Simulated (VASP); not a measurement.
Wanted: the native input for a VASP 6.6.1 run.

```
Task                   : relaxation of cell and atoms
Functional             : r2SCAN
Potentials or basis    : VASP PAW PBE potentials, release 64 (As)
Cutoff                 : 600 eV
k mesh                 : 8 × 8 × 4
Occupations            : fermi-dirac, width 0.05 eV
Spin                   : no spin polarisation
Dipole correction      : no
Further INCAR settings : ALGO = Normal; EDIFF = 1e-07; IBRION = 2; EDIFFG = -0.02; NSW = 80; ISIF = 3
```

The system is As.

```
As
1.0
     3.12000    0.00000    0.00000
    -1.56000    2.70200    0.00000
     0.00000    0.00000    5.09496
As
2
Cartesian
  0.0000 1.8013 1.2737
  1.5600 0.9007 3.8212
```

One way to write it, as run:

POSCAR

```
As
1.0
    3.1200000000      0.0000000000      0.0000000000
   -1.5600000000      2.7019992598      0.0000000000
    0.0000000000      0.0000000000      5.0949600000
As
2
Direct
    0.3333333333      0.6666666667      0.2500000000
    0.6666666667      0.3333333333      0.7500000000
```

INCAR.step1

```
SYSTEM = As
PREC = Accurate
ENCUT = 600
ISMEAR = -1
SIGMA = 0.05
LREAL = .False.
LASPH = .True.
NELM = 100
GGA = PE
ALGO = Normal
EDIFF = 1E-4
LWAVE = .True.
LCHARG = .False.
```

INCAR.step2

```
SYSTEM = As
PREC = Accurate
ENCUT = 600
EDIFF = 1E-7
ISMEAR = -1
SIGMA = 0.05
LREAL = .False.
LASPH = .True.
NELM = 100
ALGO = Normal
ISIF = 3
LWAVE = .False.
LCHARG = .False.
METAGGA = R2SCAN
LMIXTAU = .True.
IBRION = 2
NSW = 80
EDIFFG = -0.02
ISTART = 1
```

KPOINTS

```
regular mesh
0
Gamma
  8 8 4
  0 0 0
```

Potentials or basis: VASP PAW PBE potentials, release 64 (As).

The run is started by

```sh
$ cat potpaw_PBE.64/As/POTCAR > POTCAR
$ cp INCAR.step1 INCAR
$ mpirun -np 1 vasp_std > vasp.out
$ cp INCAR.step2 INCAR
$ mpirun -np 1 vasp_std > vasp.out
```

It gave:

```yaml
Relaxed_volume: 19.01 Å³/atom
Relaxed_cell: a = 2.963 Å, b = 2.963 Å, c = 4.998 Å, α = 90.00°, β = 90.00°, γ = 120.00°
Space_group_after_relaxing_to_0.05_Å: P6_3/mmc (No. 194)
Energy_gained_by_relaxing: 71.5 meV/atom
Ionic_steps: 6
Pressure_after_relaxing: -0.1 GPa
Band_gap_on_the_k_mesh: zero (band 5 reaches 11.81 eV, above the bottom of band 6 at 3.37 eV)
```

Caveat: the PAW data sets were made with another functional, which shifts forces and pressure a little.

Wall time 7 min on 1 thread of AMD EPYC 7R43 64-Core Processor (Zen 3), on a shared host, peak memory 0.16 GiB.
